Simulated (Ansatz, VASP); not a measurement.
# One calculation of SnO, two programs

INCAR

```
  PREC = Accurate
  ENCUT = 520
  EDIFF = 1E-7
  ISMEAR = 0
  SIGMA = 0.05
  LREAL = False
  LASPH = True
  NELM = 80
  ALGO = Normal
  ISIF = 2
  LWAVE = False
  LCHARG = True
  LDIPOL = True
  IDIPOL = 3
  DIPOL = 0.5 0.5 0.394
  GGA = PE
  IVDW = 12
  LELF = True
  LVHAR = True
  LVACPOTAV = True
  NBANDS = 50
```

KPOINTS

```
regular mesh
0
Gamma
  7 7 1
```

Contents of POSCAR:

```
SnO
1.0
    3.8201636883      0.0000000000      0.0000000000
    0.0000000000      3.8201636883      0.0000000000
    0.0000000000      0.0000000000     22.2260802162
Sn O
4 4
Direct
    0.7500000000      0.2500000000      0.2024648501
    0.2500000000      0.7500000000      0.3087831971
    0.2500000000      1.0000000000      0.4797535150
    0.7500000000      0.5000000000      0.5860718620
    0.2500000000      0.2500000000      0.2556240236
    0.7500000000      0.7500000000      0.2556240236
    0.7500000000      1.0000000000      0.5329126885
    0.2500000000      0.5000000000      0.5329126885
```

Input for Ansatz:

```yaml
crystal:
  lattice:
    - [3.8201636883, 0.0, 0.0]
    - [0.0, 3.8201636883, 0.0]
    - [0.0, 0.0, 22.2260802162]
  atoms:
    - { symbol: Sn, position: [0.75, 0.25, 0.2024648501] }
    - { symbol: O, position: [0.25, 0.25, 0.2556240236] }
    - { symbol: O, position: [0.75, 0.75, 0.2556240236] }
    - { symbol: Sn, position: [0.25, 0.75, 0.3087831971] }
    - { symbol: Sn, position: [0.25, 1.0, 0.479753515] }
    - { symbol: O, position: [0.75, 1.0, 0.5329126885] }
    - { symbol: O, position: [0.25, 0.5, 0.5329126885] }
    - { symbol: Sn, position: [0.75, 0.5, 0.586071862] }
basis:
  ecutwfc: 420
kpoints:
  mp_grid: { grid: [7, 7, 1] }
hamiltonian:
  xc: pbe
  pseudopotentials: { kind: paw, azcp: { folder: soft_1 } }
  dispersion: d3bj
scf:
  occupations: { method: gaussian, width: 0.05 }
output:
  forces: true
  eigenvalues: true
  write_density: true
  write_potential: true
  elf: true
  volumetric_format: npy
efield:
  axis: 3
  dipole_correction: true
  ramp_width: 0.04
```

Alike in both runs: task single point; functional PBE; dispersion D3(BJ); k mesh 7 × 7 × 1; occupations gaussian, width 0.05 eV; no spin polarisation.

|  | VASP | Ansatz |
| --- | --- | --- |
| version | VASP 6.6.1 | Ansatz 0.2.0 |
| potentials or method | VASP PAW PBE potentials, release 64 (Sn_d, O), cutoff 520 eV | scalar-relativistic, plane waves, PAW |
| valence electrons in the cell | 80 | 80 |

Ansatz gave:

| Item | Value |
| --- | --- |
| gap on the k mesh at the Fermi level (eV) | 2.08 |
| least direct gap on the mesh (eV) | 2.29 |
| rms of the force components (eV/Å) | 0.055 |

Q: What did VASP give for the same quantities?

A: gap on the k mesh at the Fermi level (eV): 2.07; least direct gap on the mesh (eV): 2.28; rms of the force components (eV/Å): 0.042.

Ansatz's warnings: xc potential rough in thin density.
